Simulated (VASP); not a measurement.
Crystal: BAs.

```xyz
2
Lattice="0.0000 2.3885 2.3885 2.3885 0.0000 2.3885 2.3885 2.3885 0.0000" Properties=species:S:1:pos:R:3 pbc="T T T"
As    3.5827    3.5827    3.5827
B     0.0000    0.0000    0.0000
```

| Quantity | Value |
| --- | --- |
| Program | VASP 6.6.1 |
| Task | relaxation of cell and atoms |
| Functional | RPBE |
| Dispersion | D4 |
| Potentials or basis | VASP PAW PBE potentials, release 64 (As, B) |
| Cutoff | 600 eV |
| k mesh | 10 × 10 × 10 |
| Occupations | fermi-dirac, width 0.05 eV |
| Spin | no spin polarisation |

At the start: pressure -4.1 GPa; volume 13.63 Å³/atom.

Question: Where does the relaxation end?

Answer: Over 3 steps the energy falls by 5.4 meV/atom and the volume is 13.22 Å³/atom (-3.0 %); space group F-43m (No. 216, to 0.05 Å).

Step by step:
| step | energy change (eV) | largest force (eV/Å) | pressure (GPa) | volume (Å³) |
| --- | --- | --- | --- | --- |
| 1 | 0.0000 | 0.0000 | -4.14 | 27.25 |
| 2 | -0.0054 | 0.0000 | 3.24 | 25.89 |
| 3 | -0.0108 | 0.0000 | 0.01 | 26.44 |

Final structure:
```xyz
2
Lattice="0.0000 2.3645 2.3645 2.3645 0.0000 2.3645 2.3645 2.3645 0.0000" Properties=species:S:1:pos:R:3 pbc="T T T"
As    3.5467    3.5467    3.5467
B     0.0000    0.0000    0.0000
```

Caveat: the PAW data sets were made with another functional, which shifts forces and pressure a little.
